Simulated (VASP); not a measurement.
## Yb: single point with PBE

The system is Yb.

```xyz
1
Lattice="-1.9450 1.9450 1.9450 1.9450 -1.9450 1.9450 1.9450 1.9450 -1.9450" Properties=species:S:1:pos:R:3 pbc="T T T"
Yb    0.0000    0.0000    0.0000
```

This isn't the form of Yb at room conditions, which is fcc.

```json
{
 "Program": "VASP 6.6.1",
 "Task": "single point",
 "Functional": "PBE",
 "Potentials or basis": "VASP PAW PBE potentials, release 64 (Yb)",
 "Cutoff": "520 eV",
 "k mesh": "14 × 14 × 14",
 "Occupations": "fermi-dirac, width 0.08 eV",
 "Spin": "no spin polarisation",
 "Dipole correction": "no",
 "k mesh for the DOS": "21 × 21 × 21",
 "Occupations for the DOS": "tetrahedron",
 "Further INCAR settings": "ALGO = Normal; EDIFF = 1e-06; NBANDS = 18"
}
```

```json
{"Valence electrons inside the program's atomic spheres": "Yb 22.21"}
```

Levels at points of the mesh, in eV from the Fermi level:
```
           k point  band 8  band 9  band 10  band 11  band 12  band 13  band 14  band 15  band 16  band 17
(0.00, 0.00, 0.00)   -0.49   -0.30    -0.30    -0.30    -0.26     3.22     3.22     3.22     5.48     5.48
```

Wall time 6.2 min on 1 thread of AMD EPYC 7R13, on a shared host, peak memory 0.31 GiB.

Caveat: spin-orbit coupling is left out, which moves the levels of the heavy elements. Spin polarisation is off, so any magnetic state and its effect on volume and gap are missing.
